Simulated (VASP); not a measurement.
**MoS: single point with r2SCAN+U**

The system is MoS.

```xyz
2
Lattice="3.3929 0.0000 0.0000 0.0000 3.3929 0.0000 0.0000 0.0000 3.3929" Properties=species:S:1:pos:R:3 pbc="T T T"
Mo    0.0000    0.0000    0.0000
S     1.6964    1.6964    1.6964
```

```json
{
 "Program": "VASP 6.6.1",
 "Task": "single point",
 "Functional": "r2SCAN",
 "Potentials or basis": "VASP PAW PBE potentials, release 64 (Mo_sv, S)",
 "Cutoff": "520 eV",
 "k mesh": "12 × 12 × 12",
 "Occupations": "gaussian, width 0.1 eV",
 "Spin": "collinear spin, ferromagnetic start",
 "Starting moments": "[3.5, 0.0] μB",
 "Hubbard terms": "Mo d U = 4.38 eV"
}
```

```
Pressure                                              : -2.8 GPa
Band gap on the k mesh                                : zero (filled and empty bands overlap)
Net moment                                            : 4.00 μB per cell
Site moments                                          : Mo +3.77; S -0.24 μB
Valence electrons inside the program's atomic spheres : Mo 12.13; S 3.67
```

Levels at points of the mesh, in eV from the Fermi level:
Spin up:
```
           k point  band 8  band 9  band 10  band 11  band 12  band 13  band 14  band 15  band 16  band 17
(0.00, 0.00, 0.00)   -2.10   -2.10    -2.10    -1.54    -1.54    -1.54     0.68     8.37     8.37    14.58
(0.50, 0.00, 0.00)   -4.03   -4.03    -1.36    -1.35     1.32     1.32     4.30     6.30     6.76     8.05
(0.50, 0.50, 0.00)   -4.34   -2.45    -2.45    -1.95    -1.40    -1.11     2.49     8.69     8.69     9.91
(0.50, 0.50, 0.50)   -6.50   -1.35    -1.35     1.49     1.49     1.49     2.70     2.70     2.70     7.60
```
Spin down:
```
           k point  band 5  band 6  band 7  band 8  band 9  band 10  band 11  band 12
(0.00, 0.00, 0.00)  -15.05   -2.33   -2.33   -2.33    1.01     1.01     2.88     4.72
(0.50, 0.00, 0.00)  -14.11   -6.58   -2.46   -2.46    2.35     5.19     5.46     5.60
(0.50, 0.50, 0.00)  -13.64   -5.18   -5.18   -1.48    0.58     3.13     3.13     3.16
(0.50, 0.50, 0.50)  -12.87   -5.31   -5.31   -5.31    4.09     4.09     4.09     6.30
```

Eigenvalues of the final occupation matrices:
```csv
site,spin,trace,eigenvalues
site 1 d,1,3.84,0.72 0.72 0.72 0.84 0.84
site 1 d,2,0.14,0.01 0.01 0.04 0.04 0.04
```

It took 5.6 min on 1 thread of Intel(R) Xeon(R) Platinum 8375C CPU @ 2.90GHz (Ice Lake), on a shared host, peak memory 0.25 GiB.

Caveat: the PAW data sets were made with another functional, which shifts forces and pressure a little. The state reached can hang on the start; a lower one may exist.
